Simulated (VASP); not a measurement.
# Hf (P6_3/mmc) in VASP: single point with PBEsol

Aim: the single point of Hf with PBEsol.

Program: VASP 6.6.1. These are calculated values, not measurements. Logs are shortened: lines on timing, memory, paths and dates and some standing lists are left out, and cuts for length are marked.

## Step 1: The cell of the first run

Symmetry: P6_3/mmc, No. 194, hexagonal system. The conventional cell has a = 3.200 Å, b = 3.200 Å, c = 5.062 Å, α = 90.00°, β = 90.00°, γ = 120.00°. Hf (site symmetry -6m2) has 12 Hf at 3.13 to 3.20 Å within 4.1 Å.

## Step 2: Single point, PBEsol

Contents of INCAR:

```
SYSTEM = Hf
PREC     = Accurate       ! precision mode
ENCUT    = 500            ! plane-wave cutoff, eV
EDIFF    = 1E-6           ! SCF threshold, eV
ISMEAR   = 0              ! smearing method
SIGMA    = 0.1            ! smearing width, eV
LREAL    = .False.        ! projectors in reciprocal space
LASPH    = .True.         ! aspherical terms in the spheres
NELM     = 120            ! most SCF steps
ALGO     = Normal         ! electronic algorithm
ISIF     = 2              ! what is computed and relaxed
LWAVE    = .False.        ! write WAVECAR
LCHARG   = .False.        ! write CHGCAR
GGA      = PS             ! functional
NBANDS   = 17             ! bands
GGA_COMPAT= .False.
```

Contents of KPOINTS:

```
regular mesh
0
Gamma
  6 6 4
  0 0 0
```

Contents of POSCAR:

```
Hf
1.0
    3.2000007099      0.0000000000      0.0000000000
   -1.6000003549      2.7712819069      0.0000000000
    0.0000000000      0.0000000000      5.0624011231
Hf
2
Direct
    0.3333333333      0.6666666667      0.7500000000
    0.6666666667      0.3333333333      0.2500000000
```

Potentials or basis: VASP PAW PBE potentials, release 64 (Hf_pv).

Command:

```bash
$ cat potpaw_PBE.64/Hf_pv/POTCAR > POTCAR
$ mpirun -np 1 vasp_std > vasp.out
```

OUTCAR:

```text
SYSTEM = Hf
   PREC = Accurate
   ENCUT = 500
   EDIFF = 1E-6
   ISMEAR = 0
   LREAL = .False.
   LASPH = .True.
   NELM = 120
   ISIF = 2
   GGA = PS

 ion  position               nearest neighbor table
   1  0.333  0.667  0.750-   2 3.13   2 3.13   2 3.13   2 3.13   2 3.13   2 3.13
   2  0.667  0.333  0.250-   1 3.13   1 3.13   1 3.13   1 3.13   1 3.13   1 3.13

  LATTYP: Found a hexagonal cell.
 ALAT       =     3.2000007099
 C/A-ratio  =     1.5820000000

  Lattice vectors:

 A1 = (   3.2000007099,   0.0000000000,   0.0000000000)
 A2 = (  -1.6000003549,   2.7712819069,   0.0000000000)
 A3 = (   0.0000000000,   0.0000000000,   5.0624011231)

Analysis of symmetry for initial positions (statically):
=====================================================================
 Subroutine PRICEL returns:
 Original cell was already a primitive cell.

 Routine SETGRP: Setting up the symmetry group for a
 hexagonal supercell.

 Subroutine GETGRP returns: Found 24 space group operations
 (whereof 12 operations were pure point group operations)
 out of a pool of 24 trial point group operations.

The static configuration has the point symmetry D_3d.
 The point group associated with its full space group is D_6h.

Analysis of symmetry for dynamics (positions and initial velocities):
=====================================================================
 Subroutine PRICEL returns:
 Original cell was already a primitive cell.

 Routine SETGRP: Setting up the symmetry group for a
 hexagonal supercell.

 Subroutine GETGRP returns: Found 24 space group operations
 (whereof 12 operations were pure point group operations)
 out of a pool of 24 trial point group operations.

The dynamic configuration has the point symmetry D_3d.
 The point group associated with its full space group is D_6h.

 Subroutine INISYM returns: Found 24 space group operations
 (whereof 12 operations are pure point group operations),
 and found     1 'primitive' translations

----------------------------------------------------------------------------------------

                                     Primitive cell

  volume of cell :      44.8939

  direct lattice vectors                    reciprocal lattice vectors
     3.200000710  0.000000000  0.000000000     0.312499931  0.180421919  0.000000000
    -1.600000355  2.771281907  0.000000000     0.000000000  0.360843838  0.000000000
     0.000000000  0.000000000  5.062401123     0.000000000  0.000000000  0.197534722

  length of vectors
     3.200000710  3.200000710  5.062401123     0.360843838  0.360843838  0.197534722

[... 77 lines left out ...]
   LREAL  =      F    real-space projection
   EDIFFG = 0.1E-04   stopping-criterion for IOM
   NSW    =      0    number of steps for IOM
   IBRION =     -1    ionic relax: 0-MD 1-quasi-New 2-CG
   NFREE  =      0    steps in history (QN), initial steepest desc. (CG)
   ISIF   =      2    stress and relaxation
   ISYM   =      2    0-nonsym 1-usesym 2-fastsym
   POTIM  = 0.5000    time-step for ionic-motion
   TEBEG  =    0.0;   TEEND  =   0.0 temperature during run
   PSTRESS=    0.0 pullay stress
   NELECT =      20.0000    total number of electrons
   NUPDOWN=      -1.0000    fix difference up-down
   EMIN   =  10.00;   EMAX   =-10.00  energy-range for DOS
   EFERMI =   0.00;   METHOD = LEGACY
   ISMEAR =     0;   SIGMA  =   0.10  broadening in eV -4-tet -1-fermi 0-gaus
   EFERMI_NEDOS =   21; number of points for ismear=-14 and -15
   IALGO  =     38    algorithm
   IMIX   =      4    mixing-type and parameters
     AMIX     =   0.40;   BMIX     =  1.00
     AMIX_MAG =   1.60;   BMIX_MAG =  1.00
  volume/ion in A,a.u.               =      22.45       151.48
  Fermi-wavevector in a.u.,A,eV,Ry     =   1.250323  2.362769 21.270107  1.563309
  Thomas-Fermi vector in A             =   2.384323
   LORBIT       =      0    0 simple, 1 ext, 2 COOP (PROOUT), +10 PAW based schemes
   GGA     = PS    functional components
   LHFCALC =     F    Hartree Fock is set to
   AEXX    =    0.0000 exact exchange contribution
   IVDW    =     0    specifies the selected vdW correction
   LEPSILON=     F    determine dielectric tensor
   LRPA    =     F    only Hartree local field effects (RPA)
 non-spin polarized calculation
 Gauss-broadening in eV      SIGMA  =   0.10
  energy-cutoff  :      500.00
  volume of cell :       44.89
 maximum number of plane-waves:      1156
 NGX is ok and might be reduce to    24
   NGX = 11   NGY = 11   NGZ = 19

 number of electron      20.0000005 magnetization

 Free energy of the ion-electron system (eV)
  ---------------------------------------------------
  ext. energy  EPLUGINS =         0.00000000
  ---------------------------------------------------
  free energy    TOTEN  =       -20.95805771 eV

  energy without entropy =      -20.94007825  energy(sigma->0) =      -20.94906798

 E-fermi :   4.7891     XC(G=0): -11.3759

 val. band max:        4.7887038913   @ k =   0.3333   0.3333   0.2500
 cond. band min:       4.8084594745   @ k =   0.3333   0.1667   0.5000
 fundamental gap:      0.0197555832
 Fermi energy:         4.7890672127

 k-point     1 :       0.0000    0.0000    0.0000
  band No.  band energies     occupation
      1     -26.2922      2.00000
      2     -25.5614      2.00000
      3     -25.5614      2.00000
      4     -25.4339      2.00000
      5     -25.4339      2.00000
      6     -25.4284      2.00000
[... 397 lines left out ...]
      4     -25.8874      2.00000
      5     -25.5660      2.00000
      6     -25.5660      2.00000
[... 9 lines left out ...]
     16       9.7721      0.00000
     17      13.2817      0.00000

------------------------ aborting loop because EDIFF is reached ----------------------------------------

  FORCE on cell =-STRESS in cart. coord.  units (eV):
  Direction    XX          YY          ZZ          XY          YZ          ZX
  --------------------------------------------------------------------------------------
  -------------------------------------------------------------------------------------
  Total       -1.2463798     -1.2463798     -1.0668509     -0.0000000      0.0000000      0.0000000
  in kB      -44.4809100    -44.4809100    -38.0738653     -0.0000000      0.0000000      0.0000000
  external PRESSURE =     -42.3452284 kB  Pullay stress =       0.0000000 kB

 VOLUME and BASIS-vectors are now :
 -----------------------------------------------------------------------------
  energy-cutoff  :      500.00
  volume of cell :       44.89
      direct lattice vectors                 reciprocal lattice vectors
     3.200000710  0.000000000  0.000000000     0.312499931  0.180421919  0.000000000
    -1.600000355  2.771281907  0.000000000     0.000000000  0.360843838  0.000000000
     0.000000000  0.000000000  5.062401123     0.000000000  0.000000000  0.197534722

 POSITION                                       TOTAL-FORCE (eV/Angst)
 -----------------------------------------------------------------------------------
     -0.00000      1.84752      3.79680         0.000000      0.000000      0.000000
      1.60000      0.92376      1.26560        -0.000000      0.000000      0.000000
 -----------------------------------------------------------------------------------
    total drift:                               -0.000000      0.000000     -0.000000

  FREE ENERGIE OF THE ION-ELECTRON SYSTEM (eV)
  ---------------------------------------------------
  free  energy   TOTEN  =       -20.9580577066 eV

  energy  without entropy=      -20.9400782489  energy(sigma->0) =      -20.94906798
```

It took 20 s on 1 thread of AMD EPYC 7R43 (Zen 3), shared host; peak memory 0.12 GiB.

What came out:

| Item | Value |
| --- | --- |
| Free energy | -20.9581 eV |
| Pressure | -4.2 GPa |
| Band gap on the k mesh | zero (band 10 reaches 5.90 eV, above the bottom of band 11 at 4.55 eV) |

Stress tensor (GPa, compression positive):
```
-4.45  0.00  0.00
 0.00 -4.45  0.00
 0.00  0.00 -3.81
```

Caveat: the k points lie up to 0.38 Å⁻¹ apart; the PAW data sets were made with another functional, which shifts forces and pressure a little; spin-orbit coupling is left out, which moves the levels of the heavy elements.
